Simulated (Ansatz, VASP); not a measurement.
Pd in VASP and in Ansatz

POSCAR

```
Pd
1.0
    0.0000000000      1.9558504376      1.9558504376
    1.9558504376      0.0000000000      1.9558504376
    1.9558504376      1.9558504376      0.0000000000
Pd
1
Direct
    0.0000000000      0.0000000000      0.0000000000
```

INCAR.step1

```
SYSTEM = Pd
ALGO     = Normal         ! electronic algorithm
EDIFF    = 1E-4           ! SCF threshold, eV
ENCUT    = 520            ! plane-wave cutoff, eV
GGA      = PE             ! functional
ISMEAR   = 1              ! smearing method
LASPH    = .True.         ! aspherical terms in the spheres
LCHARG   = .False.        ! write CHGCAR
LREAL    = .False.        ! projectors in reciprocal space
LWAVE    = .True.         ! write WAVECAR
NBANDS   = 11             ! bands
NELM     = 60             ! most SCF steps
PREC     = Accurate       ! precision mode
SIGMA    = 0.6            ! smearing width, eV
```

File INCAR.step2:

```
SYSTEM = Pd
ALGO     = Normal         ! electronic algorithm
EDIFF    = 1E-6           ! SCF threshold, eV
ENCUT    = 520            ! plane-wave cutoff, eV
ISIF     = 2              ! what is computed and relaxed
ISMEAR   = 1              ! smearing method
ISTART   = 1            
LASPH    = .True.         ! aspherical terms in the spheres
LCHARG   = .True.         ! write CHGCAR
LELF     = .True.         ! ELF
LMIXTAU  = .True.       
LREAL    = .False.        ! projectors in reciprocal space
LVHAR    = .True.       
LWAVE    = .False.        ! write WAVECAR
METAGGA  = R2SCAN         ! meta-GGA
NBANDS   = 11             ! bands
NELM     = 60             ! most SCF steps
PREC     = Accurate       ! precision mode
SIGMA    = 0.6            ! smearing width, eV
```

KPOINTS

```
k-points
0
Gamma
  14 14 14
  0 0 0
```

Input for Ansatz:

```yaml
crystal:
  lattice:
    - [0.0, 1.9558504376, 1.9558504376]
    - [1.9558504376, 0.0, 1.9558504376]
    - [1.9558504376, 1.9558504376, 0.0]
  atoms:
    - { symbol: Pd, position: [0.0, 0.0, 0.0] }
hamiltonian:
  xc: r2scan
  pseudopotentials:
    kind: paw
    azcp:
      Pd: "pseudopotentials/Pd.paw.azcp"
basis:
  ecutwfc: 500
  fft_grid_basis: typed
kpoints:
  mp_grid: { grid: [14, 14, 14], shift: [0, 0, 0] }
magnetization:
  spin_polarized: false
scf:
  occupations: { method: methfessel_paxton, width: 0.6 }
  lower_state_search: "off"
output:
  stress: true
  write_density: true
  write_potential: true
  elf: true
  volumetric_format: npy
```

Alike in both runs: task single point; functional r2SCAN; k mesh 14 × 14 × 14; occupations methfessel-paxton of order 1, width 0.6 eV; no spin polarisation.

|  | VASP | Ansatz |
| --- | --- | --- |
| version | VASP 6.6.1 | Ansatz 0.2.0 |
| potentials or method | VASP PAW PBE potentials, release 64 (Pd), cutoff 520 eV | plane waves (500 eV) with PAW, scalar-relativistic |
| valence electrons in the cell | 10 | 18 |

```csv
,VASP,Ansatz,Ansatz less VASP
pressure (GPa),0.4,-0.2,-0.65
```

VASP's potentials were made for PBE, not for r2SCAN. VASP's potentials hold 10 valence electrons a cell and Ansatz's 18, so a difference there can come from the potentials and not from the codes.
